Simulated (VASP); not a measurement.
# Pt (Immm) in VASP: further runs

Pt is run at these levels: PBEsol; tasks: single point.

All numbers are computed with VASP 6.6.1; they aren't measurements. Logs are shortened: lines on timing, memory, paths and dates and some standing lists are left out, and cuts for length are marked.

## (1) The cell of the first run

It takes space group Immm (No. 71, orthorhombic). The conventional cell has a = 2.741 Å, b = 2.797 Å, c = 3.916 Å, α = 90.00°, β = 90.00°, γ = 90.00°. Pt (site symmetry mmm) has 12 Pt at 2.74 to 2.80 Å within 3.6 Å.

## (2) Single point, PBEsol (strain -0.0200 x Voigt [0, 0, 0, 0, 0, 1])

Contents of INCAR:

```
ALGO = Fast
EDIFF = 1E-6
ENCUT = 520
GGA = PS
ISIF = 2
ISMEAR = 0
LASPH = True
LCHARG = True
LELF = True
LREAL = False
LVHAR = True
LWAVE = False
NBANDS = 11
NELM = 100
PREC = Accurate
SIGMA = 0.15
```

Contents of KPOINTS:

```
k-points
0
Gamma
  20 20 20
```

Contents of POSCAR:

```
Pt
1.0
   -0.0195790000      1.9579000000      1.9579000000
    1.9579000000     -0.0195790000      1.9579000000
    1.9383210000      1.9383210000      0.0000000000
Pt
1
Direct
    0.0000000000      0.0000000000      0.0000000000
```

Potentials or basis: VASP PAW PBE potentials, release 64 (Pt).

Started as:

```bash
$ cat potpaw_PBE.64/Pt/POTCAR > POTCAR
$ mpirun -np 1 vasp_std > vasp.out
```

OUTCAR:

```text
EDIFF = 1E-6
   ENCUT = 520
   GGA = PS
   ISIF = 2
   ISMEAR = 0
   LASPH = True
   LREAL = False
   NELM = 100
   PREC = Accurate

 ion  position               nearest neighbor table
   1  0.000  0.000  0.000-

  LATTYP: Found a body centered orthorhombic cell.
 ALAT       =     2.7411998464
 B/A-ratio  =     1.0202020202
 C/A-ratio  =     1.4284985479

  Lattice vectors:

 A1 = (   0.0195790000,  -1.9579000000,  -1.9579000000)
 A2 = (  -0.0195790000,   1.9579000000,  -1.9579000000)
 A3 = (   1.9579000000,  -0.0195790000,   1.9579000000)

Analysis of symmetry for initial positions (statically):
=====================================================================
 Subroutine PRICEL returns:
 Original cell was already a primitive cell.

 Routine SETGRP: Setting up the symmetry group for a
 body centered orthorhombic supercell.

 Subroutine GETGRP returns: Found  8 space group operations
 (whereof  8 operations were pure point group operations)
 out of a pool of  8 trial point group operations.

The static configuration has the point symmetry D_2h.

Analysis of symmetry for dynamics (positions and initial velocities):
=====================================================================
 Subroutine PRICEL returns:
 Original cell was already a primitive cell.

 Routine SETGRP: Setting up the symmetry group for a
 body centered orthorhombic supercell.

 Subroutine GETGRP returns: Found  8 space group operations
 (whereof  8 operations were pure point group operations)
 out of a pool of  8 trial point group operations.

The dynamic configuration has the point symmetry D_2h.

 Subroutine INISYM returns: Found  8 space group operations
 (whereof  8 operations are pure point group operations),
 and found     1 'primitive' translations

----------------------------------------------------------------------------------------

                                     Primitive cell

  volume of cell :      15.0092

  direct lattice vectors                    reciprocal lattice vectors
    -0.019579000  1.957900000  1.957900000    -0.252847186  0.252847186  0.255375658
     1.957900000 -0.019579000  1.957900000     0.252847186 -0.252847186  0.255375658
     1.938321000  1.938321000  0.000000000     0.257955210  0.257955210 -0.255375658

  length of vectors
     2.768957955  2.768957955  2.741199846     0.439408836  0.439408836  0.445307205

  position of ions in fractional coordinates (direct lattice)
     0.000000000  0.000000000  0.000000000

  ion indices of the primitive-cell ions
   primitive index   ion index
[... 77 lines left out ...]
   IBRION =     -1    ionic relax: 0-MD 1-quasi-New 2-CG
   NFREE  =      0    steps in history (QN), initial steepest desc. (CG)
   ISIF   =      2    stress and relaxation
   ISYM   =      2    0-nonsym 1-usesym 2-fastsym
   POTIM  = 0.5000    time-step for ionic-motion
   TEBEG  =    0.0;   TEEND  =   0.0 temperature during run
   PSTRESS=    0.0 pullay stress
   NELECT =      10.0000    total number of electrons
   NUPDOWN=      -1.0000    fix difference up-down
   EMIN   =  10.00;   EMAX   =-10.00  energy-range for DOS
   EFERMI =   0.00;   METHOD = LEGACY
   ISMEAR =     0;   SIGMA  =   0.15  broadening in eV -4-tet -1-fermi 0-gaus
   EFERMI_NEDOS =   21; number of points for ismear=-14 and -15
   IALGO  =     68    algorithm
   IMIX   =      4    mixing-type and parameters
     AMIX     =   0.40;   BMIX     =  1.00
     AMIX_MAG =   1.60;   BMIX_MAG =  1.00
  volume/ion in A,a.u.               =      15.01       101.29
  Fermi-wavevector in a.u.,A,eV,Ry     =   1.429844  2.702014 27.816502  2.044455
  Thomas-Fermi vector in A             =   2.549754
   LORBIT       =      0    0 simple, 1 ext, 2 COOP (PROOUT), +10 PAW based schemes
   GGA     = PS    functional components
   LHFCALC =     F    Hartree Fock is set to
   AEXX    =    0.0000 exact exchange contribution
   IVDW    =     0    specifies the selected vdW correction
   LEPSILON=     F    determine dielectric tensor
   LRPA    =     F    only Hartree local field effects (RPA)
 non-spin polarized calculation
 RMM-DIIS sequential band-by-band and
 Gauss-broadening in eV      SIGMA  =   0.15
  energy-cutoff  :      520.00
  volume of cell :       15.01
 maximum number of plane-waves:       415
 NGX is ok and might be reduce to    24
   NGX = 11   NGY = 11   NGZ = 11

 number of electron      10.0000001 magnetization

 Free energy of the ion-electron system (eV)
  ---------------------------------------------------
  ext. energy  EPLUGINS =         0.00000000
  ---------------------------------------------------
  free energy    TOTEN  =        -6.97290454 eV

  energy without entropy =       -6.95349095  energy(sigma->0) =       -6.96319775

 E-fermi :  11.1957     XC(G=0): -13.6557

 val. band max:       11.1920323519   @ k =  -0.4500  -0.0000   0.3000
 cond. band min:      11.1957262816   @ k =  -0.4000   0.3500   0.1000
 fundamental gap:      0.0036939298
 Fermi energy:        11.1957088933

 k-point     1 :       0.0000    0.0000    0.0000
  band No.  band energies     occupation
      1       0.8381      2.00000
      2       7.2342      2.00000
      3       7.3409      2.00000
      4       7.4791      2.00000
      5       9.5551      2.00000
      6       9.5595      2.00000
      7      25.7932      0.00000
      8      30.4623      0.00000
      9      30.7903      0.00000
     10      31.1139      0.00000
     11      36.1005      0.00000
[... 309 lines left out ...]
 k-point    24 :      -0.3500    0.0500    0.0000
  band No.  band energies     occupation
      1       3.7413      2.00000
      2       7.3152      2.00000
      3       7.6425      2.00000
      4       8.2225      2.00000
      5      10.4606      2.00000
      6      10.9931      1.94385
      7      20.1300      0.00000
      8      26.3123      0.00000
      9      30.7274      0.00000
     10      32.6106      0.00000
     11      36.6790      0.00000

 [... further k-points ...]
[... 5 lines left out ...]
  --------------------------------------------------------------------------------------
  -------------------------------------------------------------------------------------
  Total        0.0396834      0.0396834      0.0031693      0.1543613      0.0000000      0.0000000
  in kB        4.2360539      4.2360539      0.3383100     16.4774842      0.0000000      0.0000000
  external PRESSURE =       2.9368059 kB  Pullay stress =       0.0000000 kB

 VOLUME and BASIS-vectors are now :
 -----------------------------------------------------------------------------
  energy-cutoff  :      520.00
  volume of cell :       15.01
      direct lattice vectors                 reciprocal lattice vectors
    -0.019579000  1.957900000  1.957900000    -0.252847186  0.252847186  0.255375658
     1.957900000 -0.019579000  1.957900000     0.252847186 -0.252847186  0.255375658
     1.938321000  1.938321000  0.000000000     0.257955210  0.257955210 -0.255375658

 POSITION                                       TOTAL-FORCE (eV/Angst)
 -----------------------------------------------------------------------------------
      0.00000      0.00000      0.00000         0.000000      0.000000      0.000000
 -----------------------------------------------------------------------------------
    total drift:                                0.000000      0.000000      0.000000

  FREE ENERGIE OF THE ION-ELECTRON SYSTEM (eV)
  ---------------------------------------------------
  free  energy   TOTEN  =        -6.9729045426 eV

  energy  without entropy=       -6.9534909521  energy(sigma->0) =       -6.96319775
```

OSZICAR:

```text
N       E                     dE             d eps       ncg     rms          rms(c)
DAV:   1     0.390335552879E+02    0.39034E+02   -0.53655E+03 26180   0.845E+02
DAV:   2    -0.681184797919E+01   -0.45845E+02   -0.43945E+02 29316   0.177E+02
DAV:   3    -0.742291535704E+01   -0.61107E+00   -0.60767E+00 30026   0.195E+01
DAV:   4    -0.742524070918E+01   -0.23254E-02   -0.23252E-02 29632   0.142E+00
DAV:   5    -0.742525882880E+01   -0.18120E-04   -0.18119E-04 30119   0.116E-01    0.135E+01
RMM:   6    -0.702160345044E+01    0.40366E+00   -0.40196E-01 25794   0.536E+00    0.692E+00
RMM:   7    -0.697707765848E+01    0.44526E-01   -0.77388E-02 27038   0.251E+00    0.256E+00
RMM:   8    -0.697325993233E+01    0.38177E-02   -0.92473E-03 27255   0.868E-01    0.675E-01
RMM:   9    -0.697288747703E+01    0.37246E-03   -0.10263E-03 29408   0.277E-01    0.514E-02
RMM:  10    -0.697290381693E+01   -0.16340E-04   -0.15281E-04 29670   0.946E-02    0.587E-02
RMM:  11    -0.697290500434E+01   -0.11874E-05   -0.19677E-05 30580   0.310E-02    0.194E-02
RMM:  12    -0.697290454256E+01    0.46178E-06   -0.83742E-06 28031   0.228E-02
   1 F= -.69729045E+01 E0= -.69631977E+01  d E =-.194136E-01
```

stdout:

```text
POSCAR found type information on POSCAR Pt
 POSCAR found :  1 types and       1 ions
 scaLAPACK will be used
 -----------------------------------------------------------------------------
|                                                                             |
|                                                                             |
|     You enforced a specific xc type in the INCAR file but a different       |
|     I HOPE YOU KNOW WHAT YOU ARE DOING!                                     |
|                                                                             |
 -----------------------------------------------------------------------------

 LDA part: xc-table for (Slater+PW92), standard interpolation
 POSCAR, INCAR and KPOINTS ok, starting setup
 FFT: planning ... GRIDC
 FFT: planning ... GRID_SOFT
 FFT: planning ... GRID
 WAVECAR not read
 entering main loop
```

It took 56 s on 1 thread of Intel Xeon 6975P-C (Granite Rapids), shared host; peak memory 0.3 GiB.

Results:

```yaml
Free_energy: -6.9729 eV
Pressure: 0.3 GPa
Band_gap_on_the_k_mesh: zero (band 5 reaches 11.70 eV, above the bottom of band 6 at 9.41 eV)
```

Stress tensor (GPa, compression positive):
```
0.42 1.65 0.00
1.65 0.42 0.00
0.00 0.00 0.03
```

Caveat: the cell differs from its parent crystal (strain -0.0200 x Voigt [0, 0, 0, 0, 0, 1]); the PAW data sets were made with another functional, which shifts forces and pressure a little; spin-orbit coupling is left out, which moves the levels of the heavy elements.

## (3) Single point, PBEsol (strain -0.0100 x Voigt [0, 0, 0, 0, 0, 1])

Contents of INCAR:

```
SYSTEM = Pt
PREC = Accurate ; ENCUT = 520
EDIFF = 1E-6 ; ISMEAR = 0
SIGMA = 0.15 ; LREAL = .FALSE.
LASPH = .TRUE. ; NELM = 80
ALGO = Fast ; ISIF = 2
LWAVE = .FALSE. ; LCHARG = .FALSE.
GGA = PS ; NBANDS = 11
```

Contents of KPOINTS:

```
regular mesh
0
G
  20 20 20
  0 0 0
```

Contents of POSCAR:

```
Pt
1.0
   -0.0097895000      1.9579000000      1.9579000000
    1.9579000000     -0.0097895000      1.9579000000
    1.9481105000      1.9481105000      0.0000000000
Pt
1
Direct
    0.0000000000      0.0000000000      0.0000000000
```

Potentials or basis: VASP PAW PBE potentials, release 64 (Pt).

Started as:

```bash
$ cat potpaw_PBE.64/Pt/POTCAR > POTCAR
$ mpirun -np 1 vasp_std > vasp.out
```

Run time: 57 s. Hardware: 1 thread of Intel Xeon 6975P-C (Granite Rapids), shared host; peak memory 0.3 GiB.

Results (log left out):

| Item | Value |
| --- | --- |
| Free energy | -6.9741 eV |
| Pressure | 0.2 GPa |
| Band gap on the k mesh | zero (band 5 reaches 11.69 eV, above the bottom of band 6 at 9.42 eV) |

Stress tensor (GPa, compression positive):
```
0.24 0.82 0.00
0.82 0.24 0.00
0.00 0.00 0.14
```

Levels at points of the mesh, in eV from the Fermi level:
```tsv
k point	band 2	band 3	band 4	band 5	band 6	band 7	band 8	band 9
(0.00, 0.00, 0.00)	-3.90	-3.84	-3.78	-1.64	-1.64	14.60	19.42	19.59
(0.50, 0.00, 0.00)	-3.95	-3.84	-0.62	0.00	0.06	5.76	14.19	18.97
(0.50, 0.50, 0.00)	-6.70	0.01	0.49	0.50	1.69	8.87	11.15	11.53
(0.00, 0.00, 0.50)	-3.96	-3.85	-0.53	0.02	0.08	5.90	14.12	18.82
(0.50, 0.00, 0.50)	-6.70	0.01	0.49	0.50	1.69	8.88	11.34	11.34
```

Caveat: the cell differs from its parent crystal (strain -0.0100 x Voigt [0, 0, 0, 0, 0, 1]); the PAW data sets were made with another functional, which shifts forces and pressure a little; spin-orbit coupling is left out, which moves the levels of the heavy elements.

## (4) Single point, PBEsol (strain +0.0050 x Voigt [0, 0, 0, 0, 0, 1])

Contents of INCAR:

```
SYSTEM = Pt
  ALGO = Fast
  EDIFF = 1E-6
  ENCUT = 520
  GGA = PS
  ISIF = 2
  ISMEAR = 0
  LASPH = .True.
  LCHARG = .True.
  LELF = .True.
  LREAL = .False.
  LVHAR = .True.
  LWAVE = .False.
  NBANDS = 11
  NELM = 80
  PREC = Accurate
  SIGMA = 0.15
```

Contents of KPOINTS:

```
k-points
0
Gamma
  20 20 20
  0 0 0
```

Contents of POSCAR:

```
Pt
1.0
    0.0048947500      1.9579000000      1.9579000000
    1.9579000000      0.0048947500      1.9579000000
    1.9627947500      1.9627947500      0.0000000000
Pt
1
Direct
    0.0000000000      0.0000000000      0.0000000000
```

Started as:

```bash
$ cat potpaw_PBE.64/Pt/POTCAR > POTCAR
$ mpirun -np 1 vasp_std > vasp.out
```

Wall time 61 s (1 thread of Intel Xeon 6975P-C (Granite Rapids), shared host); peak memory 0.31 GiB.

It converged, with:

```yaml
Free_energy: -6.9743 eV
Pressure: 0.2 GPa
Band_gap_on_the_k_mesh: zero (band 5 reaches 11.69 eV, above the bottom of band 6 at 9.43 eV)
```

Stress tensor (GPa, compression positive):
```
 0.20 -0.41  0.00
-0.41  0.20  0.00
 0.00  0.00  0.17
```

Levels at points of the mesh, in eV from the Fermi level:
```csv
k point,band 1,band 2,band 3,band 4,band 5,band 6,band 7,band 8,band 9,band 10
"(0.00, 0.00, 0.00)",-10.36,-3.87,-3.84,-3.81,-1.65,-1.64,14.60,19.51,19.59,19.67
"(0.50, 0.00, 0.00)",-7.42,-3.93,-3.87,-0.56,0.03,0.06,5.87,14.14,18.89,18.96
"(0.50, 0.50, 0.00)",-7.17,-6.70,0.01,0.49,0.50,1.69,8.87,11.25,11.43,20.14
"(0.00, 0.00, 0.50)",-7.43,-3.93,-3.87,-0.60,0.02,0.05,5.80,14.18,18.97,19.04
"(0.50, 0.00, 0.50)",-7.17,-6.70,0.01,0.49,0.49,1.69,8.87,11.34,11.34,20.14
```

Caveat: the cell differs from its parent crystal (strain +0.0050 x Voigt [0, 0, 0, 0, 0, 1]); the PAW data sets were made with another functional, which shifts forces and pressure a little; spin-orbit coupling is left out, which moves the levels of the heavy elements.

## (5) Single point, PBEsol (strain +0.0175 x Voigt [0, 0, 0, 0, 0, 1])

Contents of INCAR:

```
SYSTEM = Pt
PREC     = Accurate       ! precision mode
ENCUT    = 520            ! plane-wave cutoff, eV
EDIFF    = 1E-6           ! SCF threshold, eV
ISMEAR   = 0              ! smearing method
SIGMA    = 0.15           ! smearing width, eV
LREAL    = .FALSE.        ! projectors in reciprocal space
LASPH    = .TRUE.         ! aspherical terms in the spheres
NELM     = 80             ! most SCF steps
ALGO     = Fast           ! electronic algorithm
ISIF     = 2              ! what is computed and relaxed
LWAVE    = .FALSE.        ! write WAVECAR
LCHARG   = .FALSE.        ! write CHGCAR
GGA      = PS             ! functional
NBANDS   = 11             ! bands
```

Contents of KPOINTS:

```
regular mesh
0
G
  20 20 20
  0 0 0
```

Contents of POSCAR:

```
Pt
1.0
    0.0171316250      1.9579000000      1.9579000000
    1.9579000000      0.0171316250      1.9579000000
    1.9750316250      1.9750316250      0.0000000000
Pt
1
Direct
    0.0000000000      0.0000000000      0.0000000000
```

Started as:

```bash
$ cat potpaw_PBE.64/Pt/POTCAR > POTCAR
$ mpirun -np 1 vasp_std > vasp.out
```

Run time: 66 s. Hardware: 1 thread of Intel Xeon 6975P-C (Granite Rapids), shared host; peak memory 0.31 GiB.

It converged, with:

| Item | Value |
| --- | --- |
| Free energy | -6.9733 eV |
| Pressure | 0.3 GPa |
| Band gap on the k mesh | zero (band 5 reaches 11.70 eV, above the bottom of band 6 at 9.41 eV) |

Stress tensor (GPa, compression positive):
```
 0.37 -1.44  0.00
-1.44  0.37  0.00
 0.00  0.00  0.07
```

Levels at points of the mesh, in eV from the Fermi level:
```
           k point  band 2  band 3  band 4  band 5  band 6  band 7  band 8  band 9
(0.00, 0.00, 0.00)   -3.95   -3.85   -3.73   -1.64   -1.64   14.60   19.31   19.59
(0.50, 0.00, 0.00)   -4.01   -3.81   -0.50    0.01    0.11    5.96   14.09   18.71
(0.50, 0.50, 0.00)   -6.70    0.02    0.48    0.50    1.69    8.87   11.02   11.67
(0.00, 0.00, 0.50)   -3.99   -3.79   -0.65   -0.03    0.07    5.71   14.22   18.98
(0.50, 0.00, 0.50)   -6.70    0.00    0.49    0.50    1.69    8.88   11.34   11.34
```

Caveat: the cell differs from its parent crystal (strain +0.0175 x Voigt [0, 0, 0, 0, 0, 1]); the PAW data sets were made with another functional, which shifts forces and pressure a little; spin-orbit coupling is left out, which moves the levels of the heavy elements.

## (6) Overview

```tsv
cell	gap on the mesh (eV)	pressure (GPa)
a = 2.769, b = 2.769, c = 2.741 Å, angles 60.3, 60.3, 60.7°, 1 atom	none	0.3
a = 2.769, b = 2.769, c = 2.755 Å, angles 60.2, 60.2, 60.3°, 1 atom	none	0.2
a = 2.769, b = 2.769, c = 2.776 Å, angles 59.9, 59.9, 59.8°, 1 atom	none	0.2
a = 2.769, b = 2.769, c = 2.793 Å, angles 59.7, 59.7, 59.4°, 1 atom	none	0.3
```

Alike in all rows: task single point; level PBEsol; potentials or basis VASP PAW PBE potentials, release 64 (Pt); no spin polarisation; k mesh 20 × 20 × 20; cutoff (eV) 520; smearing gaussian 0.15 eV.

Caveats: the PAW data sets were made with another functional, which shifts forces and pressure a little; spin-orbit coupling is left out, which moves the levels of the heavy elements.

Total energies depend on the potentials used, so only differences within one code and one set of settings carry meaning.
